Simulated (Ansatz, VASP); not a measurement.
**CuSi15 in VASP and in Ansatz**

```
Cu Si
1.0
     0.00000    5.43700    5.43700
     5.43700    0.00000    5.43700
     5.43700    5.43700    0.00000
Cu Si
1 15
Direct
  0.00000 0.00000 0.00000
  0.00027 0.00027 0.49973
  0.00027 0.49973 0.00027
  0.00027 0.49973 0.49973
  0.49973 0.00027 0.00027
  0.49973 0.00027 0.49973
  0.49973 0.49973 0.00027
  0.50000 0.50000 0.50000
  0.12355 0.12355 0.12355
  0.12355 0.12355 0.62935
  0.12355 0.62935 0.12355
  0.12496 0.62501 0.62501
  0.62935 0.12355 0.12355
  0.62501 0.12496 0.62501
  0.62501 0.62501 0.12496
  0.62501 0.62501 0.62501
```

Alike in both runs: task single point; functional PBEsol; k mesh 3 × 3 × 3; occupations gaussian, width 0.05 eV; collinear spin; Hubbard terms Cu d U = 5.0 eV.

```csv
,VASP,Ansatz
version,VASP 6.6.1,Ansatz 0.2.0
potentials or method,"VASP PAW PBE potentials, release 64 (Cu, Si), cutoff 520 eV","scalar-relativistic, plane waves, PAW"
valence electrons in the cell,71,79
```

|  | VASP | Ansatz | Ansatz less VASP |
| --- | --- | --- | --- |
| gap on the k mesh at the Fermi level (eV) | none | none | - |
| pressure (GPa) | -1.2 | -1.1 | +0.02 |
| rms of the force components (eV/Å) | 0.020 | 0.001 | -0.0191 |
| net moment per atom (μB) | 0.00 | 0.00 | 0.000 |

VASP's potentials were made for PBE, not for PBEsol. The programs project onto different local orbitals, so the same U acts differently, and such runs can settle in different states. Atom by atom the forces differ by 0.021 eV/Å (rms over components). A gap of «none» marks a metal or a gap that the smearing closes. VASP's potentials hold 71 valence electrons a cell and Ansatz's 79, so a difference there can come from the potentials and not from the codes. Ansatz's warnings: filled band counts differ across k points, seeded moment not kept.
